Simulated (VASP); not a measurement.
A run of VASP 6.6.1:

Contents of INCAR:

```
  PREC = Accurate
  ENCUT = 520
  EDIFF = 1E-6
  ISMEAR = 0
  SIGMA = 0.01
  LREAL = False
  LASPH = True
  NELM = 150
  ALGO = Normal
  ISIF = 2
  LWAVE = False
  LCHARG = True
  ISPIN = 2
  MAGMOM = -2.35 2.35 0.17 -0.17
  LORBIT = 11
  LMAXMIX = 4
  GGA = PE
  LELF = True
  LVHAR = True
  NBANDS = 27
```

File KPOINTS:

```
regular mesh
0
Gamma
  12 12 8
```

The input POSCAR:

```
CoO
1.0
    3.1673863641      0.0000000000      0.0000000000
   -1.5836931821      2.7430370549      0.0000000000
    0.0000000000      0.0000000000      5.2885020588
Co O
2 2
Direct
    0.0000000000      0.0000000000      0.0071360793
    0.3333333333      0.6666666667      0.5071361011
    0.0000000000      0.0000000000      0.3678642994
    0.3333333333      0.6666666667      0.8678645202
```

Potentials or basis: VASP PAW PBE potentials, release 64 (Co, O).

Command:

```console
$ cat potpaw_PBE.64/Co/POTCAR potpaw_PBE.64/O/POTCAR > POTCAR
$ mpirun -np 1 vasp_std > vasp.out
```

Hardware: 1 thread of Oxide Virtual Turin-like Processor, on a shared host.

**Question.** Estimate the wall time of this run.

**Answer.** Run time: 8.3 min on 1 thread of Oxide Virtual Turin-like Processor, on a shared host, peak memory 0.26 GiB. Counts: scf iterations 16, k points 95.
